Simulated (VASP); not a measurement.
# AlN (P6_3/mmc) in VASP: further runs, part 2 of 2

VASP 6.6.1. Earlier steps stand in the parts before.

## (3) Single point, PBEsol

This run uses another cell than the first one, of 9.85 Å³/atom, 0.983 times its volume.

File INCAR:

```
ALGO = Normal
EDIFF = 1E-6
ENCUT = 520
GGA = PS
ISIF = 2
ISMEAR = 0
LASPH = True
LCHARG = False
LREAL = False
LWAVE = False
NBANDS = 16
NELM = 60
PREC = Accurate
SIGMA = 0.05
```

File KPOINTS:

```
k-points
0
Gamma
  9 9 6
```

File POSCAR:

```
AlN
1.0
    3.2818000000      0.0000000000      0.0000000000
   -1.6409000000      2.8421221701      0.0000000000
    0.0000000000      0.0000000000      4.2240000000
Al N
2 2
Direct
    0.3333333333      0.6666666667      0.7500000000
    0.6666666667      0.3333333333      0.2500000000
    0.3333333333      0.6666666667      0.2500000000
    0.6666666667      0.3333333333      0.7500000000
```

Potentials or basis: VASP PAW PBE potentials, release 64 (Al, N).

Command:

```console
cat potpaw_PBE.64/Al/POTCAR potpaw_PBE.64/N/POTCAR > POTCAR
mpirun -np 1 vasp_std > vasp.out
```

OUTCAR:

```text
EDIFF = 1E-6
   ENCUT = 520
   GGA = PS
   ISIF = 2
   ISMEAR = 0
   LASPH = True
   LREAL = False
   NELM = 60
   PREC = Accurate

 ion  position               nearest neighbor table
   1  0.333  0.667  0.750-   4 1.89   4 1.89   4 1.89   3 2.11   3 2.11   2 2.84   2 2.84   2 2.84
                             2 2.84   2 2.84   2 2.84
   2  0.667  0.333  0.250-   3 1.89   3 1.89   3 1.89   4 2.11   4 2.11   1 2.84   1 2.84   1 2.84
                             1 2.84   1 2.84   1 2.84
   3  0.333  0.667  0.250-   2 1.89   2 1.89   2 1.89   1 2.11   1 2.11
   4  0.667  0.333  0.750-   1 1.89   1 1.89   1 1.89   2 2.11   2 2.11

  LATTYP: Found a hexagonal cell.
 ALAT       =     3.2818000000
 C/A-ratio  =     1.2870985435

  Lattice vectors:

 A1 = (   3.2818000000,   0.0000000000,   0.0000000000)
 A2 = (  -1.6409000000,   2.8421221701,   0.0000000000)
 A3 = (   0.0000000000,   0.0000000000,   4.2240000000)

Analysis of symmetry for initial positions (statically):
=====================================================================
 Subroutine PRICEL returns:
 Original cell was already a primitive cell.

 Routine SETGRP: Setting up the symmetry group for a
 hexagonal supercell.

 Subroutine GETGRP returns: Found 24 space group operations
 (whereof 12 operations were pure point group operations)
 out of a pool of 24 trial point group operations.

The static configuration has the point symmetry D_3d.
 The point group associated with its full space group is D_6h.

Analysis of symmetry for dynamics (positions and initial velocities):
=====================================================================
 Subroutine PRICEL returns:
 Original cell was already a primitive cell.

 Routine SETGRP: Setting up the symmetry group for a
 hexagonal supercell.

 Subroutine GETGRP returns: Found 24 space group operations
 (whereof 12 operations were pure point group operations)
 out of a pool of 24 trial point group operations.

The dynamic configuration has the point symmetry D_3d.
 The point group associated with its full space group is D_6h.

 Subroutine INISYM returns: Found 24 space group operations
 (whereof 12 operations are pure point group operations),
 and found     1 'primitive' translations

----------------------------------------------------------------------------------------

                                     Primitive cell

  volume of cell :      39.3984

  direct lattice vectors                    reciprocal lattice vectors
     3.281800000  0.000000000  0.000000000     0.304710829  0.175924879  0.000000000
    -1.640900000  2.842122170  0.000000000     0.000000000  0.351849759  0.000000000
     0.000000000  0.000000000  4.224000000     0.000000000  0.000000000  0.236742424

  length of vectors
     3.281800000  3.281800000  4.224000000     0.351849759  0.351849759  0.236742424

  position of ions in fractional coordinates (direct lattice)
     0.333333333  0.666666667  0.750000000
     0.666666667  0.333333333  0.250000000
     0.333333333  0.666666667  0.250000000
     0.666666667  0.333333333  0.750000000

  ion indices of the primitive-cell ions
   primitive index   ion index
                 1           1
                 2           2
[... 30 lines left out ...]
            Coordinates               Weight
  0.000000  0.000000  0.000000      1.000000
  0.111111 -0.000000  0.000000      6.000000
  0.222222 -0.000000  0.000000      6.000000
  0.333333  0.000000  0.000000      6.000000
  0.444444 -0.000000  0.000000      6.000000
  0.111111  0.111111  0.000000      6.000000
[... 16 lines left out ...]
  0.333333  0.222222  0.166667     24.000000
  0.333333  0.333333  0.166667      4.000000
 [... further k-points ...]
   k-points           NKPTS =     48   k-points in BZ     NKDIM =     48   number of bands    NBANDS=     16
   number of dos      NEDOS =    301   number of ions     NIONS =      4
   total plane-waves  NPLWV =  18432
   dimension x,y,z NGX =    24 NGY =   24 NGZ =   32
   dimension x,y,z NGXF=    48 NGYF=   48 NGZF=   64
   ions per type =               2   2
   NGX,Y,Z   is equivalent  to a cutoff of  12.16, 12.16, 12.59 a.u.
   NGXF,Y,Z  is equivalent  to a cutoff of  24.32, 24.32, 25.19 a.u.
 SYSTEM =  unknown system
   PREC   = accura    normal or accurate (medium, high low for compatibility)
   ISTART =      0    job   : 0-new  1-cont  2-samecut
   ICHARG =      2    charge: 1-file 2-atom 10-const
   ISPIN  =      1    spin polarized calculation?
   LNONCOLLINEAR =      F non collinear calculations
   LSORBIT =      F    spin-orbit coupling
   LASPH  =      T    aspherical Exc in radial PAW
   ENCUT  =  520.0 eV  38.22 Ry    6.18 a.u.   6.10  6.10  7.85*2*pi/ulx,y,z
   NELM   =     60;   NELMIN=  2; NELMDL= -5     # of ELM steps
   EDIFF  = 0.1E-05   stopping-criterion for ELM
   LREAL  =      F    real-space projection
   EDIFFG = 0.1E-04   stopping-criterion for IOM
   NSW    =      0    number of steps for IOM
   IBRION =     -1    ionic relax: 0-MD 1-quasi-New 2-CG
   NFREE  =      0    steps in history (QN), initial steepest desc. (CG)
   ISIF   =      2    stress and relaxation
   ISYM   =      2    0-nonsym 1-usesym 2-fastsym
   POTIM  = 0.5000    time-step for ionic-motion
   TEBEG  =    0.0;   TEEND  =   0.0 temperature during run
   PSTRESS=    0.0 pullay stress
   NELECT =      16.0000    total number of electrons
   NUPDOWN=      -1.0000    fix difference up-down
   EMIN   =  10.00;   EMAX   =-10.00  energy-range for DOS
   EFERMI =   0.00;   METHOD = LEGACY
   ISMEAR =     0;   SIGMA  =   0.05  broadening in eV -4-tet -1-fermi 0-gaus
   EFERMI_NEDOS =   21; number of points for ismear=-14 and -15
   IALGO  =     38    algorithm
   IMIX   =      4    mixing-type and parameters
     AMIX     =   0.40;   BMIX     =  1.00
     AMIX_MAG =   1.60;   BMIX_MAG =  1.00
  volume/ion in A,a.u.               =       9.85        66.47
  Fermi-wavevector in a.u.,A,eV,Ry     =   1.212333  2.290977 19.997178  1.469751
  Thomas-Fermi vector in A             =   2.347820
   LORBIT       =      0    0 simple, 1 ext, 2 COOP (PROOUT), +10 PAW based schemes
   GGA     = PS    functional components
   LHFCALC =     F    Hartree Fock is set to
   AEXX    =    0.0000 exact exchange contribution
   IVDW    =     0    specifies the selected vdW correction
   LEPSILON=     F    determine dielectric tensor
   LRPA    =     F    only Hartree local field effects (RPA)
 non-spin polarized calculation
 Gauss-broadening in eV      SIGMA  =   0.05
  energy-cutoff  :      520.00
  volume of cell :       39.40
 maximum number of plane-waves:      1080
   NGX = 13   NGY = 13   NGZ = 15

 number of electron      15.9999998 magnetization

 Free energy of the ion-electron system (eV)
  ---------------------------------------------------
  ext. energy  EPLUGINS =         0.00000000
  ---------------------------------------------------
  free energy    TOTEN  =       -30.93472697 eV

  energy without entropy =      -30.93472697  energy(sigma->0) =      -30.93472697

 E-fermi :   8.3282     XC(G=0): -11.3981

 val. band max:        8.0389372253   @ k =   0.0000   0.0000   0.0000
 cond. band min:      11.2543841969   @ k =   0.0000   0.0000   0.0000
 fundamental gap:      3.2154469716
 Fermi energy:         8.3281851509

 k-point     1 :       0.0000    0.0000    0.0000
  band No.  band energies     occupation
      1      -8.8619      2.00000
      2      -5.2387      2.00000
      3       0.9578      2.00000
      4       4.7175      2.00000
      5       4.7175      2.00000
      6       6.3041      2.00000
[... 433 lines left out ...]
      3       1.3480      2.00000
      4       2.3523      2.00000
      5       2.3523      2.00000
      6       4.7820      2.00000
[... 8 lines left out ...]
     15      19.0777      0.00000
     16      20.9755      0.00000

 [... further k-points ...]

------------------------ aborting loop because EDIFF is reached ----------------------------------------

  FORCE on cell =-STRESS in cart. coord.  units (eV):
  Direction    XX          YY          ZZ          XY          YZ          ZX
  --------------------------------------------------------------------------------------
  -------------------------------------------------------------------------------------
  Total        0.1709060      0.1709060     -0.9911300      0.0000000      0.0000000      0.0000000
  in kB        6.9500683      6.9500683    -40.3053279      0.0000000      0.0000000      0.0000000
  external PRESSURE =      -8.8017304 kB  Pullay stress =       0.0000000 kB

 VOLUME and BASIS-vectors are now :
 -----------------------------------------------------------------------------
  energy-cutoff  :      520.00
  volume of cell :       39.40
      direct lattice vectors                 reciprocal lattice vectors
     3.281800000  0.000000000  0.000000000     0.304710829  0.175924879  0.000000000
    -1.640900000  2.842122170  0.000000000     0.000000000  0.351849759  0.000000000
     0.000000000  0.000000000  4.224000000     0.000000000  0.000000000  0.236742424

 POSITION                                       TOTAL-FORCE (eV/Angst)
 -----------------------------------------------------------------------------------
     -0.00000      1.89475      3.16800         0.000000     -0.000000      0.000000
      1.64090      0.94737      1.05600        -0.000000      0.000000      0.000000
     -0.00000      1.89475      1.05600        -0.000000      0.000000      0.000000
      1.64090      0.94737      3.16800         0.000000      0.000000      0.000000
 -----------------------------------------------------------------------------------
    total drift:                               -0.000000      0.000000     -0.000000

  FREE ENERGIE OF THE ION-ELECTRON SYSTEM (eV)
  ---------------------------------------------------
  free  energy   TOTEN  =       -30.9347269719 eV

  energy  without entropy=      -30.9347269719  energy(sigma->0) =      -30.93472697
```

OSZICAR:

```text
N       E                     dE             d eps       ncg     rms          rms(c)
DAV:   1     0.390427694851E+02    0.39043E+02   -0.73366E+03  1536   0.903E+02
DAV:   2    -0.319265376457E+02   -0.70969E+02   -0.64556E+02  2256   0.185E+02
DAV:   3    -0.351542972274E+02   -0.32278E+01   -0.32143E+01  1832   0.401E+01
DAV:   4    -0.351735854594E+02   -0.19288E-01   -0.19286E-01  1896   0.353E+00
DAV:   5    -0.351738329184E+02   -0.24746E-03   -0.24746E-03  1824   0.400E-01    0.113E+01
DAV:   6    -0.310065665081E+02    0.41673E+01   -0.81800E+00  1960   0.214E+01    0.396E+00
DAV:   7    -0.309753703414E+02    0.31196E-01   -0.63960E-01  1752   0.557E+00    0.281E+00
DAV:   8    -0.309416436095E+02    0.33727E-01   -0.91673E-02  1648   0.248E+00    0.824E-01
DAV:   9    -0.309344517124E+02    0.71919E-02   -0.16887E-02  1968   0.102E+00    0.268E-01
DAV:  10    -0.309348217886E+02   -0.37008E-03   -0.19512E-03  1744   0.299E-01    0.177E-01
DAV:  11    -0.309347289101E+02    0.92878E-04   -0.13146E-04  1768   0.876E-02    0.410E-02
DAV:  12    -0.309347274128E+02    0.14973E-05   -0.64342E-06  1816   0.206E-02    0.764E-03
DAV:  13    -0.309347269719E+02    0.44087E-06   -0.24380E-06  1808   0.118E-02
   1 F= -.30934727E+02 E0= -.30934727E+02  d E =-.169735E-18
```

stdout:

```text
POSCAR found type information on POSCAR AlN
 POSCAR found :  2 types and       4 ions
 scaLAPACK will be used
 -----------------------------------------------------------------------------
|                                                                             |
|                                                                             |
|     You enforced a specific xc type in the INCAR file but a different       |
|     I HOPE YOU KNOW WHAT YOU ARE DOING!                                     |
|                                                                             |
 -----------------------------------------------------------------------------

 LDA part: xc-table for (Slater+PW92), standard interpolation
 POSCAR, INCAR and KPOINTS ok, starting setup
 FFT: planning ... GRIDC
 FFT: planning ... GRID_SOFT
 FFT: planning ... GRID
 WAVECAR not read
 entering main loop
```

It took 34 s on 1 thread of Intel Xeon 8259CL, shared host; peak memory 0.16 GiB.

Results:

| Property | Result |
| --- | --- |
| Free energy | -30.9347 eV |
| Pressure | -0.9 GPa |
| Band gap on the k mesh | 3.22 eV, direct |

Stress tensor (GPa, compression positive):
```
 0.70  0.00  0.00
 0.00  0.70  0.00
 0.00  0.00 -4.03
```

Levels at points of the mesh, in eV from the valence-band top:
```
           k point  band 5  band 6  band 7  band 8  band 9  band 10  band 11  band 12
(0.00, 0.00, 0.00)   -3.32   -1.73   -1.73    0.00    3.22     4.44     8.23     8.23
(0.00, 0.00, 0.50)   -2.57   -2.57   -2.57   -2.57    5.59     5.59     8.43     8.43
```

Caveat: the PAW data sets were made with another functional, which shifts forces and pressure a little.

## (4) Single point, PBEsol

This run uses another cell than the first one, of 10.04 Å³/atom, 1.003 times its volume.

File INCAR:

```
  PREC = Accurate
  ENCUT = 520
  EDIFF = 1E-7
  ISMEAR = 0
  SIGMA = 0.05
  LREAL = False
  LASPH = True
  NELM = 80
  ALGO = Normal
  ISIF = 2
  LWAVE = False
  LCHARG = False
  GGA = PS
  NBANDS = 16
```

File KPOINTS:

```
Automatic mesh
0
Gamma
  9 9 6
```

POSCAR: that of step 3 with these lines changed.

```diff
@@ -4,3 +4,3 @@
    -1.6409000000      2.8421221701      0.0000000000
-    0.0000000000      0.0000000000      4.2240000000
+    0.0000000000      0.0000000000      4.3069000000
 Al N
```

Command:

```console
cat potpaw_PBE.64/Al/POTCAR potpaw_PBE.64/N/POTCAR > POTCAR
mpirun -np 1 vasp_std > vasp.out
```

It took 33 s on 1 thread of Intel Xeon 8259CL, shared host; peak memory 0.16 GiB.

Results (log left out):

```yaml
Free_energy: -30.9048 eV
Pressure: -4.0 GPa
Band_gap_on_the_k_mesh: 3.02 eV, direct
```

Stress tensor (GPa, compression positive):
```
-1.75  0.00  0.00
 0.00 -1.75  0.00
 0.00  0.00 -8.37
```

Levels at points of the mesh, in eV from the valence-band top:
```tsv
k point	band 4	band 5	band 6	band 7	band 8	band 9	band 10	band 11	band 12	band 13
(0.00, 0.00, 0.00)	-3.27	-3.27	-1.80	-1.80	0.00	3.02	4.32	8.18	8.18	10.95
(0.00, 0.00, 0.50)	-3.84	-2.57	-2.57	-2.57	-2.57	5.42	5.42	8.42	8.42	8.42
```

Caveat: the PAW data sets were made with another functional, which shifts forces and pressure a little.

## (5) Single point, PBEsol

This run uses another cell than the first one, of 9.94 Å³/atom, 0.992 times its volume.

File INCAR:

```
SYSTEM = AlN
  PREC = Accurate
  ENCUT = 520
  EDIFF = 1E-7
  ISMEAR = 0
  SIGMA = 0.05
  LREAL = .FALSE.
  LASPH = .TRUE.
  NELM = 60
  ALGO = Normal
  ISIF = 2
  LWAVE = .FALSE.
  LCHARG = .FALSE.
  GGA = PS
  NBANDS = 16
```

File KPOINTS:

```
Automatic mesh
0
G
  9 9 6
  0 0 0
```

File POSCAR:

```
AlN
1.0
    3.3808000000      0.0000000000      0.0000000000
   -1.6904000000      2.9278586851      0.0000000000
    0.0000000000      0.0000000000      4.0170000000
Al N
2 2
Direct
    0.3333333333      0.6666666667      0.7500000000
    0.6666666667      0.3333333333      0.2500000000
    0.3333333333      0.6666666667      0.2500000000
    0.6666666667      0.3333333333      0.7500000000
```

Command:

```console
cat potpaw_PBE.64/Al/POTCAR potpaw_PBE.64/N/POTCAR > POTCAR
mpirun -np 1 vasp_std > vasp.out
```

Run time: 39 s. Hardware: 1 thread of Intel Xeon 8259CL, shared host; peak memory 0.17 GiB.

It converged, with:

```yaml
Free_energy: -30.8865 eV
Pressure: -3.8 GPa
Band_gap_on_the_k_mesh: 3.37 eV, direct
```

Stress tensor (GPa, compression positive):
```
-7.54  0.00  0.00
 0.00 -7.54  0.00
 0.00  0.00  3.77
```

Levels at points of the mesh, in eV from the valence-band top:
```tsv
k point	band 4	band 5	band 6	band 7	band 8	band 9	band 10	band 11	band 12	band 13
(0.00, 0.00, 0.00)	-3.21	-3.21	-1.22	-1.22	0.00	3.37	4.42	8.10	8.10	11.49
(0.00, 0.00, 0.50)	-3.55	-2.26	-2.26	-2.26	-2.26	5.80	5.80	8.18	8.18	8.18
```

Caveat: the PAW data sets were made with another functional, which shifts forces and pressure a little.

## (6) Single point, PBEsol

This run uses another cell than the first one, of the same volume but with other edges.

File INCAR:

```
SYSTEM = AlN
PREC     = Accurate       ! precision mode
ENCUT    = 520            ! plane-wave cutoff, eV
EDIFF    = 1E-6           ! SCF threshold, eV
ISMEAR   = 0              ! smearing method
SIGMA    = 0.05           ! smearing width, eV
LREAL    = .False.        ! projectors in reciprocal space
LASPH    = .True.         ! aspherical terms in the spheres
NELM     = 60             ! most SCF steps
ALGO     = Normal         ! electronic algorithm
ISIF     = 2              ! what is computed and relaxed
LWAVE    = .False.        ! write WAVECAR
LCHARG   = .True.         ! write CHGCAR
GGA      = PS             ! functional
LELF     = .True.         ! ELF
LVHAR    = .True.       
NBANDS   = 16             ! bands
```

File KPOINTS:

```
regular mesh
0
Gamma
  9 9 6
  0 0 0
```

File POSCAR:

```
AlN
1.0
    3.3412000000      0.0000000000      0.0000000000
   -1.6706000000      2.8935640791      0.0000000000
    0.0000000000      0.0000000000      4.1412155349
Al N
2 2
Direct
    0.3333333333      0.6666666667      0.7500000000
    0.6666666667      0.3333333333      0.2500000000
    0.3333333333      0.6666666667      0.2500000000
    0.6666666667      0.3333333333      0.7500000000
```

Potentials or basis: VASP PAW PBE potentials, release 64 (Al, N).

Command:

```console
cat potpaw_PBE.64/Al/POTCAR potpaw_PBE.64/N/POTCAR > POTCAR
mpirun -np 1 vasp_std > vasp.out
```

Wall time 44 s (1 thread of Intel Xeon 8259CL, shared host); peak memory 0.17 GiB.

The run converged. Its results:

| Property | Result |
| --- | --- |
| Free energy | -30.9275 eV |
| Pressure | -5.2 GPa |
| Band gap on the k mesh | 3.20 eV, direct |

Stress tensor (GPa, compression positive):
```
-6.17  0.00  0.00
 0.00 -6.17  0.00
 0.00  0.00 -3.27
```

Levels at points of the mesh, in eV from the valence-band top:
```
           k point  band 5  band 6  band 7  band 8  band 9  band 10  band 11  band 12
(0.00, 0.00, 0.00)   -3.25   -1.48   -1.48    0.00    3.20     4.29     8.07     8.07
(0.00, 0.00, 0.50)   -2.41   -2.41   -2.41   -2.41    5.59     5.59     8.23     8.23
```

Caveat: the PAW data sets were made with another functional, which shifts forces and pressure a little. As with any semilocal functional, this PBEsol gap is likely too small.

## (7) Single point, PBEsol

This run uses another cell than the first one, of 9.84 Å³/atom, 0.982 times its volume.

File INCAR:

```
ALGO = Normal
EDIFF = 1E-6
ENCUT = 520
GGA = PS
ISIF = 2
ISMEAR = 0
LASPH = True
LCHARG = True
LELF = True
LREAL = False
LVHAR = True
LWAVE = False
NBANDS = 16
NELM = 60
PREC = Accurate
SIGMA = 0.05
```

File KPOINTS:

```
k-points
0
Gamma
  9 9 6
```

File POSCAR:

```
AlN
1.0
    3.3808000000      0.0000000000      0.0000000000
   -1.6904000000      2.9278586851      0.0000000000
    0.0000000000      0.0000000000      3.9756000000
Al N
2 2
Direct
    0.3333333333      0.6666666667      0.7500000000
    0.6666666667      0.3333333333      0.2500000000
    0.3333333333      0.6666666667      0.2500000000
    0.6666666667      0.3333333333      0.7500000000
```

Command:

```console
cat potpaw_PBE.64/Al/POTCAR potpaw_PBE.64/N/POTCAR > POTCAR
mpirun -np 1 vasp_std > vasp.out
```

It took 49 s on 1 thread of Intel Xeon 8259CL, shared host; peak memory 0.17 GiB.

Results (log left out):

```
Free energy            : -30.8713 eV
Pressure               : -1.4 GPa
Band gap on the k mesh : 3.47 eV, direct
```

Stress tensor (GPa, compression positive):
```
-6.10  0.00  0.00
 0.00 -6.10  0.00
 0.00  0.00  8.05
```

Levels at points of the mesh, in eV from the valence-band top:
```tsv
k point	band 4	band 5	band 6	band 7	band 8	band 9	band 10	band 11	band 12	band 13
(0.00, 0.00, 0.00)	-3.23	-3.23	-1.17	-1.17	0.00	3.47	4.54	8.17	8.17	11.65
(0.00, 0.00, 0.50)	-3.53	-2.24	-2.24	-2.24	-2.24	5.90	5.90	8.21	8.21	8.21
```

Caveat: the PAW data sets were made with another functional, which shifts forces and pressure a little.

## (8) Summary

```tsv
cell	gap on the mesh (eV)	pressure (GPa)
a = 3.262, b = 3.262, c = 4.348 Å, angles 90.0, 90.0, 120.0°, 4 atoms	3.01	-2.5
a = 3.282, b = 3.282, c = 4.224 Å, angles 90.0, 90.0, 120.0°, 4 atoms	3.22	-0.9
a = 3.282, b = 3.282, c = 4.307 Å, angles 90.0, 90.0, 120.0°, 4 atoms	3.02	-4.0
a = 3.381, b = 3.381, c = 4.017 Å, angles 90.0, 90.0, 120.0°, 4 atoms	3.37	-3.8
a = 3.341, b = 3.341, c = 4.141 Å, angles 90.0, 90.0, 120.0°, 4 atoms	3.20	-5.2
a = 3.381, b = 3.381, c = 3.976 Å, angles 90.0, 90.0, 120.0°, 4 atoms	3.47	-1.4
```

Alike in all rows: task single point; level PBEsol; potentials or basis VASP PAW PBE potentials, release 64 (Al, N); no spin polarisation; k mesh 9 × 9 × 6; cutoff (eV) 520; smearing gaussian 0.05 eV.

Caveats: the PAW data sets were made with another functional, which shifts forces and pressure a little.

Total energies depend on the potentials used, so only differences within one code and one set of settings carry meaning.
